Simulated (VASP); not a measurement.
Wanted: the native input for a VASP 6.6.1 run.

| Item | Value |
| --- | --- |
| Task | single point |
| Functional | LDA |
| Potentials or basis | VASP PAW LDA potentials, release 64 (Li_sv, F) |
| Cutoff | 520 eV |
| k mesh | 12 × 12 × 12 |
| Occupations | gaussian, width 0.05 eV |
| Spin | no spin polarisation |
| Dipole correction | no |
| Further INCAR settings | ALGO = Normal; EDIFF = 1e-06; NBANDS = 12 |

The structure of LiF lies in POSCAR:

```
LiF
1.0
    0.0000000000      2.0415924698      1.9599287711
    2.0415924698      0.0000000000      1.9599287711
    2.0415924698      2.0415924698      0.0000000000
Li F
1 1
Direct
    0.0000000000      0.0000000000      0.0000000000
    0.5000000000      0.5000000000      0.5000000000
```

This cell differs from its parent crystal: ratio of the length along z to the lengths across it x 0.96, volume and fractional coordinates fixed.

The input as run:

INCAR

```
PREC = Accurate
ENCUT = 520
EDIFF = 1E-6
ISMEAR = 0
SIGMA = 0.05
LREAL = F
LASPH = T
NELM = 80
ALGO = Normal
ISIF = 2
LWAVE = F
LCHARG = F
NBANDS = 12
```

KPOINTS

```
regular mesh
0
Gamma
  12 12 12
```

Potentials or basis: VASP PAW LDA potentials, release 64 (Li_sv, F).

Command:

```bash
$ cat potpaw_LDA.64/Li_sv/POTCAR potpaw_LDA.64/F/POTCAR > POTCAR
$ mpirun -np 1 vasp_std > vasp.out
```

Results of the run:

The band gap on the k mesh is 8.79 eV, direct.

Wall time 33 s on 1 thread of Intel Xeon 8259CL, on a shared host, peak memory 0.14 GiB.
